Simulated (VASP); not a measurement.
# SnSe2 (P-3m1) in VASP: notebook

Aim: see how the results for SnSe2 move with the level of theory and the settings. Levels: r2SCAN, PBE. Tasks: single point.

Program: VASP 6.6.1. These are calculated values, not measurements. Logs are shortened: lines on timing, memory, paths and dates and some standing lists are left out, and cuts for length are marked.

## 1. The cell of the first run

It takes space group P-3m1 (No. 164, trigonal). The conventional cell has a = 3.718 Å, b = 3.718 Å, c = 5.596 Å, α = 90.00°, β = 90.00°, γ = 120.00°. Sn (site symmetry -3m) has 6 Se at 2.66 Å within 3.5 Å. Se (site symmetry 3m) has 3 Sn at 2.66 Å and 3 Se at 3.27 Å within 3.5 Å.

## 2. Single point, r2SCAN

File POSCAR:

```
SnSe2
1.0
    3.7177339427      0.0000000000      0.0000000000
   -1.8588669713      3.2196520389      0.0000000000
    0.0000000000      0.0000000000      5.5956840108
Sn Se
1 2
Direct
    0.0000000000      0.0000000000      0.0000000000
    0.6666666667      0.3333333333      0.7202289987
    0.3333333333      0.6666666667      0.2797710013
```

File INCAR.step1:

```
ALGO = Normal ; EDIFF = 1E-4
ENCUT = 520 ; GGA = PE
ISMEAR = -1 ; LASPH = True
LCHARG = False ; LREAL = False
LWAVE = True ; NBANDS = 20
NELM = 60 ; PREC = Accurate
SIGMA = 0.05
```

File INCAR.step2:

```
ALGO = Normal ; EDIFF = 1E-6
ENCUT = 520 ; ISIF = 2
ISMEAR = -1 ; ISTART = 1
LASPH = True ; LCHARG = False
LMIXTAU = True ; LREAL = False
LWAVE = False ; METAGGA = R2SCAN
NBANDS = 20 ; NELM = 60
PREC = Accurate ; SIGMA = 0.05
```

File KPOINTS:

```
k-points
0
Gamma
  8 8 5
```

Potentials or basis: VASP PAW PBE potentials, release 64 (Sn_d, Se).

On the command line:

```
$ cat potpaw_PBE.64/Sn_d/POTCAR potpaw_PBE.64/Se/POTCAR > POTCAR
$ cp INCAR.step1 INCAR
$ mpirun -np 1 vasp_std > vasp.out
$ cp INCAR.step2 INCAR
$ mpirun -np 1 vasp_std > vasp.out
```

OUTCAR:

```text
EDIFF = 1E-6
   ENCUT = 520
   ISIF = 2
   ISMEAR = -1
   ISTART = 1
   LASPH = True
   LREAL = False
   METAGGA = R2SCAN
   NELM = 60
   PREC = Accurate

 ion  position               nearest neighbor table
   1  0.000  0.000  0.000-   2 2.66   3 2.66   3 2.66   2 2.66   2 2.66   3 2.66
   2  0.667  0.333  0.720-   1 2.66   1 2.66   1 2.66
   3  0.333  0.667  0.280-   1 2.66   1 2.66   1 2.66

  LATTYP: Found a hexagonal cell.
 ALAT       =     3.7177339427
 C/A-ratio  =     1.5051329915

  Lattice vectors:

 A1 = (   3.7177339427,   0.0000000000,   0.0000000000)
 A2 = (  -1.8588669713,   3.2196520389,   0.0000000000)
 A3 = (   0.0000000000,   0.0000000000,   5.5956840108)

Analysis of symmetry for initial positions (statically):
=====================================================================
 Subroutine PRICEL returns:
 Original cell was already a primitive cell.

 Routine SETGRP: Setting up the symmetry group for a
 hexagonal supercell.

 Subroutine GETGRP returns: Found 12 space group operations
 (whereof 12 operations were pure point group operations)
 out of a pool of 24 trial point group operations.

The static configuration has the point symmetry D_3d.

Analysis of symmetry for dynamics (positions and initial velocities):
=====================================================================
 Subroutine PRICEL returns:
 Original cell was already a primitive cell.

 Routine SETGRP: Setting up the symmetry group for a
 hexagonal supercell.

 Subroutine GETGRP returns: Found 12 space group operations
 (whereof 12 operations were pure point group operations)
 out of a pool of 24 trial point group operations.

The dynamic configuration has the point symmetry D_3d.

 Subroutine INISYM returns: Found 12 space group operations
 (whereof 12 operations are pure point group operations),
 and found     1 'primitive' translations

----------------------------------------------------------------------------------------

                                     Primitive cell

  volume of cell :      66.9793

  direct lattice vectors                    reciprocal lattice vectors
     3.717733943  0.000000000  0.000000000     0.268981056  0.155296285  0.000000000
    -1.858866971  3.219652039  0.000000000     0.000000000  0.310592570  0.000000000
     0.000000000  0.000000000  5.595684011     0.000000000  0.000000000  0.178709162

  length of vectors
     3.717733943  3.717733943  5.595684011     0.310592570  0.310592570  0.178709162

  position of ions in fractional coordinates (direct lattice)
     0.000000000  0.000000000  0.000000000
     0.666666667  0.333333333  0.720228999
     0.333333333  0.666666667  0.279771001

  ion indices of the primitive-cell ions
   primitive index   ion index
                 1           1
                 2           2
                 3           3

----------------------------------------------------------------------------------------

 KPOINTS: k-points

Automatic generation of k-mesh.
 Grid dimensions read from file:
 generate k-points for:    8    8    5

 Generating k-lattice:

  Cartesian coordinates                     Fractional coordinates (reciprocal lattice)
     0.033622632  0.019412036  0.000000000     0.125000000 -0.000000000  0.000000000
     0.000000000  0.038824071  0.000000000     0.000000000  0.125000000  0.000000000
     0.000000000  0.000000000  0.035741832     0.000000000  0.000000000  0.200000000

  Length of vectors
     0.038824071  0.038824071  0.035741832

  Shift w.r.t. Gamma in fractional coordinates (k-lattice)
     0.000000000  0.000000000  0.000000000

 Subroutine IBZKPT returns following result:
 ===========================================

 Found     40 irreducible k-points:

 Following reciprocal coordinates:
            Coordinates               Weight
  0.000000  0.000000  0.000000      1.000000
  0.125000 -0.000000  0.000000      6.000000
  0.250000 -0.000000  0.000000      6.000000
  0.375000 -0.000000  0.000000      6.000000
  0.500000 -0.000000  0.000000      3.000000
  0.125000  0.125000  0.000000      6.000000
[... 16 lines left out ...]
 -0.125000  0.500000  0.200000     12.000000
  0.250000  0.250000  0.200000     12.000000
 [... further k-points ...]
   k-points           NKPTS =     40   k-points in BZ     NKDIM =     40   number of bands    NBANDS=     20
   number of dos      NEDOS =    301   number of ions     NIONS =      3
   total plane-waves  NPLWV =  32928
   dimension x,y,z NGX =    28 NGY =   28 NGZ =   42
   dimension x,y,z NGXF=    56 NGYF=   56 NGZF=   84
   ions per type =               1   2
   NGX,Y,Z   is equivalent  to a cutoff of  12.52, 12.52, 12.48 a.u.
   NGXF,Y,Z  is equivalent  to a cutoff of  25.04, 25.04, 24.96 a.u.
 SYSTEM =  unknown system
   PREC   = accura    normal or accurate (medium, high low for compatibility)
   ISTART =      1    job   : 0-new  1-cont  2-samecut
   ICHARG =      0    charge: 1-file 2-atom 10-const
   ISPIN  =      1    spin polarized calculation?
   LNONCOLLINEAR =      F non collinear calculations
   LSORBIT =      F    spin-orbit coupling
   LASPH  =      T    aspherical Exc in radial PAW
   ENCUT  =  520.0 eV  38.22 Ry    6.18 a.u.   6.91  6.91 10.40*2*pi/ulx,y,z
   NELM   =     60;   NELMIN=  2; NELMDL=  0     # of ELM steps
   EDIFF  = 0.1E-05   stopping-criterion for ELM
   LREAL  =      F    real-space projection
   EDIFFG = 0.1E-04   stopping-criterion for IOM
   NSW    =      0    number of steps for IOM
   IBRION =     -1    ionic relax: 0-MD 1-quasi-New 2-CG
   NFREE  =      0    steps in history (QN), initial steepest desc. (CG)
   ISIF   =      2    stress and relaxation
   ISYM   =      2    0-nonsym 1-usesym 2-fastsym
   POTIM  = 0.5000    time-step for ionic-motion
   TEBEG  =    0.0;   TEEND  =   0.0 temperature during run
   PSTRESS=    0.0 pullay stress
   NELECT =      26.0000    total number of electrons
   NUPDOWN=      -1.0000    fix difference up-down
   EMIN   =  10.00;   EMAX   =-10.00  energy-range for DOS
   EFERMI =   0.00;   METHOD = LEGACY
   ISMEAR =    -1;   SIGMA  =   0.05  broadening in eV -4-tet -1-fermi 0-gaus
   EFERMI_NEDOS =   21; number of points for ismear=-14 and -15
   IALGO  =     38    algorithm
   IMIX   =      4    mixing-type and parameters
     AMIX     =   0.40;   BMIX     =  1.00
     AMIX_MAG =   1.60;   BMIX_MAG =  1.00
  volume/ion in A,a.u.               =      22.33       150.67
  Fermi-wavevector in a.u.,A,eV,Ry     =   1.194224  2.256756 19.404235  1.426171
  Thomas-Fermi vector in A             =   2.330219
   LORBIT       =      0    0 simple, 1 ext, 2 COOP (PROOUT), +10 PAW based schemes
   METAGGA = R2SCAN    functional components
   LHFCALC =     F    Hartree Fock is set to
   AEXX    =    0.0000 exact exchange contribution
   IVDW    =     0    specifies the selected vdW correction
   LEPSILON=     F    determine dielectric tensor
   LRPA    =     F    only Hartree local field effects (RPA)
 non-spin polarized calculation
  energy-cutoff  :      520.00
  volume of cell :       66.98
 maximum number of plane-waves:      1824
   NGX = 13   NGY = 13   NGZ = 21

 number of electron      26.0000003 magnetization

 Free energy of the ion-electron system (eV)
  ---------------------------------------------------
  ext. energy  EPLUGINS =         0.00000000
  ---------------------------------------------------
  free energy    TOTEN  =       -54.27955988 eV

  energy without entropy =      -54.27933003  energy(sigma->0) =      -54.27944496

 E-fermi :   6.3090     XC(G=0): -10.8488

 val. band max:        6.0790523874   @ k =   0.1250  -0.0000   0.0000
 cond. band min:       6.5480519643   @ k =   0.0000   0.3750   0.4000
 fundamental gap:      0.4689995769
 Fermi energy:         6.3089513798

 k-point     1 :       0.0000    0.0000    0.0000
  band No.  band energies     occupation
      1     -16.4299      2.00000
      2     -16.4299      2.00000
      3     -16.3602      2.00000
      4     -16.3470      2.00000
      5     -16.3470      2.00000
      6      -9.5648      2.00000
[... 12 lines left out ...]
     19      15.4324      0.00000
     20      15.4324      0.00000

 k-point     2 :       0.1250   -0.0000    0.0000
  band No.  band energies     occupation
      1     -16.4408      2.00000
      2     -16.4231      2.00000
      3     -16.3555      2.00000
      4     -16.3506      2.00000
      5     -16.3454      2.00000
      6      -9.3862      2.00000
[... 12 lines left out ...]
     19      14.3278      0.00000
     20      15.3219      0.00000

 k-point     3 :       0.2500   -0.0000    0.0000
  band No.  band energies     occupation
      1     -16.4698      2.00000
      2     -16.4103      2.00000
      3     -16.3641      2.00000
      4     -16.3376      2.00000
      5     -16.3365      2.00000
      6      -8.8734      2.00000
[... 12 lines left out ...]
     19      14.3900      0.00000
     20      15.8314      0.00000

 k-point     4 :       0.3750   -0.0000    0.0000
  band No.  band energies     occupation
      1     -16.5004      2.00000
      2     -16.4033      2.00000
      3     -16.3737      2.00000
      4     -16.3238      2.00000
      5     -16.3197      2.00000
      6      -8.1339      2.00000
[... 12 lines left out ...]
     19      16.1918      0.00000
     20      17.6625      0.00000

 k-point     5 :       0.5000   -0.0000    0.0000
  band No.  band energies     occupation
      1     -16.5132      2.00000
      2     -16.4019      2.00000
      3     -16.3774      2.00000
      4     -16.3165      2.00000
      5     -16.3127      2.00000
      6      -7.6141      2.00000
[... 12 lines left out ...]
     19      17.4775      0.00000
     20      18.4570      0.00000
[... 353 lines left out ...]
      6      -8.2827      2.00000
[... 12 lines left out ...]
     19      13.8201      0.00000
     20      15.9727      0.00000

 k-point    22 :       0.3750    0.1250    0.2000
  band No.  band energies     occupation
      1     -16.5009      2.00000
      2     -16.4130      2.00000
      3     -16.3706      2.00000
      4     -16.3250      2.00000
      5     -16.3133      2.00000
      6      -7.5919      2.00000
[... 12 lines left out ...]
     19      16.1028      0.00000
     20      17.7839      0.00000

 k-point    23 :      -0.1250    0.5000    0.2000
  band No.  band energies     occupation
      1     -16.5010      2.00000
      2     -16.4130      2.00000
      3     -16.3706      2.00000
      4     -16.3250      2.00000
      5     -16.3132      2.00000
      6      -7.5908      2.00000
[... 12 lines left out ...]
     19      15.9000      0.00000
     20      16.9101      0.00000

 k-point    24 :       0.2500    0.2500    0.2000
  band No.  band energies     occupation
      1     -16.4831      2.00000
      2     -16.4293      2.00000
      3     -16.3588      2.00000
      4     -16.3389      2.00000
      5     -16.3134      2.00000
      6      -7.6398      2.00000
[... 12 lines left out ...]
     19      13.5334      0.00000
     20      16.8528      0.00000

 [... further k-points ...]
[... 5 lines left out ...]
  --------------------------------------------------------------------------------------
  -------------------------------------------------------------------------------------
  Total        4.2243560      4.2243560      4.2206159      0.0000000      0.0000000     -0.0000000
  in kB      101.0486859    101.0486859    100.9592209      0.0000000      0.0000000     -0.0000000
  external PRESSURE =     101.0188642 kB  Pullay stress =       0.0000000 kB

 VOLUME and BASIS-vectors are now :
 -----------------------------------------------------------------------------
  energy-cutoff  :      520.00
  volume of cell :       66.98
      direct lattice vectors                 reciprocal lattice vectors
     3.717733943  0.000000000  0.000000000     0.268981056  0.155296285  0.000000000
    -1.858866971  3.219652039  0.000000000     0.000000000  0.310592570  0.000000000
     0.000000000  0.000000000  5.595684011     0.000000000  0.000000000  0.178709162

 POSITION                                       TOTAL-FORCE (eV/Angst)
 -----------------------------------------------------------------------------------
      0.00000      0.00000      0.00000         0.000000      0.000000      0.000000
      1.85887      1.07322      4.03017        -0.000000      0.000000     -0.019031
     -0.00000      2.14643      1.56551         0.000000     -0.000000      0.019031
 -----------------------------------------------------------------------------------
    total drift:                               -0.000000     -0.000000      0.000000

  FREE ENERGIE OF THE ION-ELECTRON SYSTEM (eV)
  ---------------------------------------------------
  free  energy   TOTEN  =       -54.2795598833 eV

  energy  without entropy=      -54.2793300268  energy(sigma->0) =      -54.27944496
```

It took 3 min on 1 thread of Intel Xeon 6975P-C (Granite Rapids), shared host; peak memory 0.21 GiB.

What came out:

| Item | Value |
| --- | --- |
| Free energy | -54.2796 eV |
| Pressure | 10.1 GPa |
| Largest force | 0.019 eV/Å |
| Band gap on the k mesh | 0.47 eV, indirect (least direct gap 1.41 eV) |

Forces in eV/Å, atoms in the order of the input:
```
Sn   0.000  0.000  0.000
Se   0.000  0.000 -0.019
Se   0.000  0.000  0.019
```

Levels at points of the mesh, in eV from the valence-band top:
```csv
k point,band 9,band 10,band 11,band 12,band 13,band 14,band 15,band 16,band 17,band 18
"(0.00, 0.00, 0.00)",-1.13,-1.13,-1.12,-1.12,-0.11,1.30,3.20,4.86,4.86,8.52
"(0.50, 0.00, 0.00)",-5.17,-4.38,-3.55,-2.65,-0.63,1.46,3.75,4.69,4.86,7.88
```

Caveat: the PAW data sets were made with another functional, which shifts forces and pressure a little; spin-orbit coupling is left out, which moves the levels of the heavy elements.

## 3. Single point, r2SCAN

This run uses another cell than the first one, of 23.93 Å³/atom, 1.072 times its volume.

File POSCAR:

```
SnSe2
1.0
    3.7716730046      0.0000000000      0.0000000000
   -1.8858365023      3.2663646367      0.0000000000
    0.0000000000      0.0000000000      5.8268533158
Sn Se
1 2
Direct
    0.0000000000      0.0000000000      0.0000000000
    0.6666666667      0.3333333333      0.7305491941
    0.3333333333      0.6666666667      0.2694508059
```

File INCAR.step1:

```
SYSTEM = SnSe2
ALGO = Normal
EDIFF = 1E-4
ENCUT = 520
GGA = PE
ISMEAR = -1
LASPH = .True.
LCHARG = .False.
LREAL = .False.
LWAVE = .True.
NBANDS = 20
NELM = 60
PREC = Accurate
SIGMA = 0.05
```

File INCAR.step2:

```
SYSTEM = SnSe2
ALGO = Normal
EDIFF = 1E-6
ENCUT = 520
ISIF = 2
ISMEAR = -1
ISTART = 1
LASPH = .True.
LCHARG = .False.
LMIXTAU = .True.
LREAL = .False.
LWAVE = .False.
METAGGA = R2SCAN
NBANDS = 20
NELM = 60
PREC = Accurate
SIGMA = 0.05
```

File KPOINTS:

```
k-points
0
Gamma
  8 8 5
  0 0 0
```

Potentials or basis: VASP PAW PBE potentials, release 64 (Sn_d, Se).

On the command line:

```
$ cat potpaw_PBE.64/Sn_d/POTCAR potpaw_PBE.64/Se/POTCAR > POTCAR
$ cp INCAR.step1 INCAR
$ mpirun -np 1 vasp_std > vasp.out
$ cp INCAR.step2 INCAR
$ mpirun -np 1 vasp_std > vasp.out
```

Run time: 3.3 min. Hardware: 1 thread of Intel Xeon 6975P-C (Granite Rapids), shared host; peak memory 0.22 GiB.

Results (log left out):

| Item | Value |
| --- | --- |
| Free energy | -54.5005 eV |
| Pressure | 5.1 GPa |
| Largest force | 0.016 eV/Å |
| Band gap on the k mesh | 0.74 eV, indirect (least direct gap 1.37 eV) |

Forces in eV/Å, atoms in the order of the input:
```
Sn   0.000  0.000  0.000
Se   0.000  0.000 -0.016
Se   0.000  0.000  0.016
```

Levels at points of the mesh, in eV from the valence-band top:
| k point | band 9 | band 10 | band 11 | band 12 | band 13 | band 14 | band 15 | band 16 | band 17 | band 18 |
| --- | --- | --- | --- | --- | --- | --- | --- | --- | --- | --- |
| (0.00, 0.00, 0.00) | -0.89 | -0.89 | -0.74 | -0.74 | -0.07 | 1.31 | 3.36 | 4.93 | 4.93 | 8.70 |
| (0.50, 0.00, 0.00) | -4.80 | -3.71 | -3.08 | -1.99 | -0.48 | 1.43 | 3.97 | 5.23 | 5.26 | 7.70 |

Caveat: the PAW data sets were made with another functional, which shifts forces and pressure a little; spin-orbit coupling is left out, which moves the levels of the heavy elements. A k mesh can miss the band edges.

(Part 1 of 2 ends here.)
